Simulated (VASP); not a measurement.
# Cr3N (Pm-3n) in VASP: notebook, part 2 of 3

VASP 6.6.1. Earlier steps stand in the parts before.

**3. Single point, PBE, collinear spin, ferromagnetic start**

This run uses another cell than the first one, of 9.88 Å³/atom.

INCAR reads:

```
ALGO     = Normal         # electronic algorithm
EDIFF    = 1E-6           # SCF threshold, eV
ENCUT    = 520            # plane-wave cutoff, eV
GGA      = PE             # functional
ISIF     = 2              # what is computed and relaxed
ISMEAR   = 0              # smearing method
ISPIN    = 2              # spin polarisation
LASPH    = True           # aspherical terms in the spheres
LCHARG   = False          # write CHGCAR
LMAXMIX  = 4              # l up to which the mixer works
LORBIT   = 11             # projections on sites
LREAL    = False          # projectors in reciprocal space
LWAVE    = False          # write WAVECAR
MAGMOM   = 3 3 3 3 3 3 0 0 # initial moments
NBANDS   = 55             # bands
NELM     = 150            # most SCF steps
PREC     = Accurate       # precision mode
SIGMA    = 0.1            # smearing width, eV
```

KPOINTS reads:

```
k-points
0
Gamma
  4 4 4
```

POSCAR reads:

```
Cr3N
1.0
    4.2910414711      0.0000000000      0.0000000000
    0.0000000000      4.2910414711      0.0000000000
    0.0000000000      0.0000000000      4.2910414711
Cr N
6 2
Direct
    0.2500000000      0.0000000000      0.5000000000
    0.5000000000      0.7500000000      0.0000000000
    0.7500000000      0.0000000000      0.5000000000
    0.5000000000      0.2500000000      0.0000000000
    0.0000000000      0.5000000000      0.7500000000
    0.0000000000      0.5000000000      0.2500000000
    0.0000000000      0.0000000000      0.0000000000
    0.5000000000      0.5000000000      0.5000000000
```

Potentials or basis: VASP PAW PBE potentials, release 64 (Cr_pv, N).

Command:

```
> cat potpaw_PBE.64/Cr_pv/POTCAR potpaw_PBE.64/N/POTCAR > POTCAR
> mpirun -np 1 vasp_std > vasp.out
```

OUTCAR:

```text
EDIFF = 1E-6
   ENCUT = 520
   GGA = PE
   ISIF = 2
   ISMEAR = 0
   ISPIN = 2
   LASPH = True
   LORBIT = 11
   LREAL = False
   NELM = 150
   PREC = Accurate

 ion  position               nearest neighbor table
   1  0.250  0.000  0.500-   3 2.15   3 2.15   8 2.40   7 2.40   8 2.40   7 2.40   4 2.63   2 2.63
                             4 2.63   5 2.63   5 2.63   6 2.63   6 2.63   2 2.63
   2  0.500  0.750  0.000-   4 2.15   4 2.15   8 2.40   8 2.40   7 2.40   7 2.40   1 2.63   1 2.63
                             3 2.63   5 2.63   6 2.63   5 2.63   6 2.63   3 2.63
   3  0.750  0.000  0.500-   1 2.15   1 2.15   8 2.40   7 2.40   8 2.40   7 2.40   4 2.63   2 2.63
                             4 2.63   5 2.63   5 2.63   6 2.63   6 2.63   2 2.63
   4  0.500  0.250  0.000-   2 2.15   2 2.15   8 2.40   8 2.40   7 2.40   7 2.40   3 2.63   1 2.63
                             3 2.63   5 2.63   6 2.63   5 2.63   6 2.63   1 2.63
   5  0.000  0.500  0.750-   6 2.15   6 2.15   8 2.40   7 2.40   7 2.40   8 2.40   3 2.63   4 2.63
                             1 2.63   3 2.63   1 2.63   2 2.63   4 2.63   2 2.63
   6  0.000  0.500  0.250-   5 2.15   5 2.15   8 2.40   7 2.40   7 2.40   8 2.40   3 2.63   4 2.63
                             1 2.63   3 2.63   1 2.63   2 2.63   4 2.63   2 2.63
   7  0.000  0.000  0.000-   1 2.40   2 2.40   3 2.40   4 2.40   5 2.40   6 2.40   1 2.40   3 2.40
                             5 2.40   6 2.40   2 2.40   4 2.40
   8  0.500  0.500  0.500-   1 2.40   2 2.40   3 2.40   4 2.40   5 2.40   6 2.40   2 2.40   4 2.40
                             1 2.40   3 2.40   5 2.40   6 2.40

  LATTYP: Found a simple cubic cell.
 ALAT       =     4.2910414711

  Lattice vectors:

 A1 = (   4.2910414711,   0.0000000000,   0.0000000000)
 A2 = (   0.0000000000,   4.2910414711,   0.0000000000)
 A3 = (   0.0000000000,   0.0000000000,   4.2910414711)

Analysis of symmetry for initial positions (statically):
=====================================================================
 Subroutine PRICEL returns:
 Original cell was already a primitive cell.

 Routine SETGRP: Setting up the symmetry group for a
 simple cubic supercell.

 Subroutine GETGRP returns: Found 48 space group operations
 (whereof 24 operations were pure point group operations)
 out of a pool of 48 trial point group operations.

The static configuration has the point symmetry T_h .
 The point group associated with its full space group is O_h .

Analysis of symmetry for dynamics (positions and initial velocities):
=====================================================================
 Subroutine PRICEL returns:
 Original cell was already a primitive cell.

 Routine SETGRP: Setting up the symmetry group for a
 simple cubic supercell.

 Subroutine GETGRP returns: Found 48 space group operations
 (whereof 24 operations were pure point group operations)
 out of a pool of 48 trial point group operations.

The dynamic configuration has the point symmetry T_h .
 The point group associated with its full space group is O_h .

Analysis of structural, dynamic, and magnetic symmetry:
=====================================================================
 Subroutine PRICEL returns:
 Original cell was already a primitive cell.

 Routine SETGRP: Setting up the symmetry group for a
 simple cubic supercell.

 Subroutine GETGRP returns: Found 48 space group operations
 (whereof 24 operations were pure point group operations)
 out of a pool of 48 trial point group operations.

The overall configuration has the point symmetry T_h .
 The point group associated with its full space group is O_h .

[... 112 lines left out ...]
   IALGO  =     38    algorithm
   IMIX   =      4    mixing-type and parameters
     AMIX     =   0.40;   BMIX     =  1.00
     AMIX_MAG =   1.60;   BMIX_MAG =  1.00
  volume/ion in A,a.u.               =       9.88        66.65
  Fermi-wavevector in a.u.,A,eV,Ry     =   1.657487  3.132196 37.378774  2.747262
  Thomas-Fermi vector in A             =   2.745231
   LORBIT       =     11    0 simple, 1 ext, 2 COOP (PROOUT), +10 PAW based schemes
   GGA     = PE    functional components
   LHFCALC =     F    Hartree Fock is set to
   AEXX    =    0.0000 exact exchange contribution
   IVDW    =     0    specifies the selected vdW correction
   LEPSILON=     F    determine dielectric tensor
   LRPA    =     F    only Hartree local field effects (RPA)
 spin polarized calculation
 Gauss-broadening in eV      SIGMA  =   0.10
  energy-cutoff  :      520.00
  volume of cell :       79.01
 maximum number of plane-waves:      2176
 NGX is ok and might be reduce to    32
   NGX = 15   NGY = 15   NGZ = 15

 number of electron      81.9999984 magnetization       0.0000503

 number of electron      81.9999984 magnetization      -0.0001425

 Free energy of the ion-electron system (eV)
  ---------------------------------------------------
  ext. energy  EPLUGINS =         0.00000000
  ---------------------------------------------------
  free energy    TOTEN  =       -68.55817016 eV

  energy without entropy =      -68.53417747  energy(sigma->0) =      -68.54617381

 E-fermi :  11.5981     XC(G=0): -13.7670

 val. band max:       11.5116755955   @ k =   0.5000   0.5000   0.0000
 cond. band min:      11.6148363678   @ k =   0.5000   0.2500   0.0000
 fundamental gap:      0.1031607723
 Fermi energy:        11.5980574082

 spin component 1

 k-point     1 :       0.0000    0.0000    0.0000
  band No.  band energies     occupation
      1     -32.7861      1.00000
      2     -32.7861      1.00000
      3     -32.5964      1.00000
      4     -32.0713      1.00000
      5     -32.0713      1.00000
      6     -32.0713      1.00000
[... 549 lines left out ...]
     52      12.8011      0.00000
     53      12.8011      0.00000
 Fermi energy:        11.5980574082

 spin component 2

 k-point     1 :       0.0000    0.0000    0.0000
  band No.  band energies     occupation
      1     -32.7861      1.00000
      2     -32.7861      1.00000
      3     -32.5964      1.00000
      4     -32.0713      1.00000
      5     -32.0713      1.00000
      6     -32.0713      1.00000
[... 549 lines left out ...]
     52      12.8011      0.00000
     53      12.8011      0.00000
 [bands above 53 left out]

------------------------ aborting loop because EDIFF is reached ----------------------------------------

  FORCE on cell =-STRESS in cart. coord.  units (eV):
  Direction    XX          YY          ZZ          XY          YZ          ZX
  --------------------------------------------------------------------------------------
  -------------------------------------------------------------------------------------
  Total       -0.0452783     -0.0452783     -0.0452783     -0.0000000      0.0000000      0.0000000
  in kB       -0.9181484     -0.9181484     -0.9181484     -0.0000000      0.0000000      0.0000000
  external PRESSURE =      -0.9181484 kB  Pullay stress =       0.0000000 kB

 VOLUME and BASIS-vectors are now :
 -----------------------------------------------------------------------------
  energy-cutoff  :      520.00
  volume of cell :       79.01
      direct lattice vectors                 reciprocal lattice vectors
     4.291041471  0.000000000  0.000000000     0.233043658  0.000000000  0.000000000
     0.000000000  4.291041471  0.000000000     0.000000000  0.233043658  0.000000000
     0.000000000  0.000000000  4.291041471     0.000000000  0.000000000  0.233043658

 POSITION                                       TOTAL-FORCE (eV/Angst)
 -----------------------------------------------------------------------------------
      1.07276      0.00000      2.14552         0.000000      0.000000     -0.000000
      2.14552      3.21828      0.00000        -0.000000      0.000000      0.000000
      3.21828      0.00000      2.14552        -0.000000      0.000000     -0.000000
      2.14552      1.07276      0.00000         0.000000     -0.000000      0.000000
      0.00000      2.14552      3.21828         0.000000      0.000000      0.000000
      0.00000      2.14552      1.07276        -0.000000      0.000000     -0.000000
      0.00000      0.00000      0.00000        -0.000000     -0.000000     -0.000000
      2.14552      2.14552      2.14552        -0.000000     -0.000000     -0.000000
 -----------------------------------------------------------------------------------
    total drift:                                0.000000     -0.000000      0.000000

  FREE ENERGIE OF THE ION-ELECTRON SYSTEM (eV)
  ---------------------------------------------------
  free  energy   TOTEN  =       -68.5581701628 eV

  energy  without entropy=      -68.5341774656  energy(sigma->0) =      -68.54617381

 total charge

# of ion       s       p       d       tot
------------------------------------------
    1        0.383   6.349   4.437  11.169
    2        0.383   6.349   4.437  11.169
    3        0.383   6.349   4.437  11.169
    4        0.383   6.349   4.437  11.169
    5        0.383   6.349   4.437  11.169
    6        0.383   6.349   4.437  11.169
    7        1.279   2.209   0.000   3.488
    8        1.279   2.209   0.000   3.488
--------------------------------------------------
tot          4.856  42.513  26.621  73.990

 magnetization (x)

# of ion       s       p       d       tot
------------------------------------------
    1        0.000  -0.000  -0.000  -0.000
    2        0.000  -0.000  -0.000  -0.000
    3        0.000  -0.000  -0.000  -0.000
    4        0.000  -0.000  -0.000  -0.000
    5        0.000  -0.000  -0.000  -0.000
    6        0.000  -0.000  -0.000  -0.000
    7        0.000   0.000   0.000   0.000
    8        0.000   0.000   0.000   0.000
--------------------------------------------------
tot          0.000   0.000  -0.000  -0.000
```

It took 2 min on 1 thread of Intel Xeon 8259CL, shared host; peak memory 0.23 GiB.

What came out:

```yaml
Free_energy: -68.5582 eV
Pressure: -0.1 GPa
Band_gap_on_the_k_mesh: zero (filled and empty bands overlap)
Net_moment: 0.00 μB per cell
Valence_electrons_inside_the_program's_atomic_spheres: Cr 11.17; N 3.49
```

Levels at points of the mesh, in eV from the Fermi level:
Spin up:
| k point | band 37 | band 38 | band 39 | band 40 | band 41 | band 42 | band 43 | band 44 |
| --- | --- | --- | --- | --- | --- | --- | --- | --- |
| (0.00, 0.00, 0.00) | -1.82 | -1.40 | -1.40 | 0.42 | 0.78 | 0.78 | 0.78 | 1.38 |
| (0.50, 0.00, 0.00) | -1.81 | -1.81 | -0.14 | -0.14 | 0.46 | 0.46 | 0.73 | 0.73 |
| (0.50, 0.50, 0.00) | -1.02 | -1.02 | -0.69 | -0.66 | -0.66 | -0.52 | -0.30 | -0.09 |
| (0.50, 0.50, 0.50) | -1.39 | -1.39 | -1.11 | -1.11 | -1.11 | -1.11 | 0.57 | 0.57 |
Spin down:
```
           k point  band 37  band 38  band 39  band 40  band 41  band 42  band 43  band 44
(0.00, 0.00, 0.00)    -1.82    -1.40    -1.40     0.42     0.78     0.78     0.78     1.38
(0.50, 0.00, 0.00)    -1.81    -1.81    -0.14    -0.14     0.46     0.46     0.73     0.73
(0.50, 0.50, 0.00)    -1.02    -1.02    -0.69    -0.66    -0.66    -0.52    -0.30    -0.09
(0.50, 0.50, 0.50)    -1.39    -1.39    -1.11    -1.11    -1.11    -1.11     0.57     0.57
```

Caveat: the k points lie up to 0.37 Å⁻¹ apart, too coarse for converged energies and pressures of a metal. With open d or f shells a metallic result of PBE can be an artefact of self-interaction; +U or a hybrid may open a gap.

(Continued in part 3 of 3.)
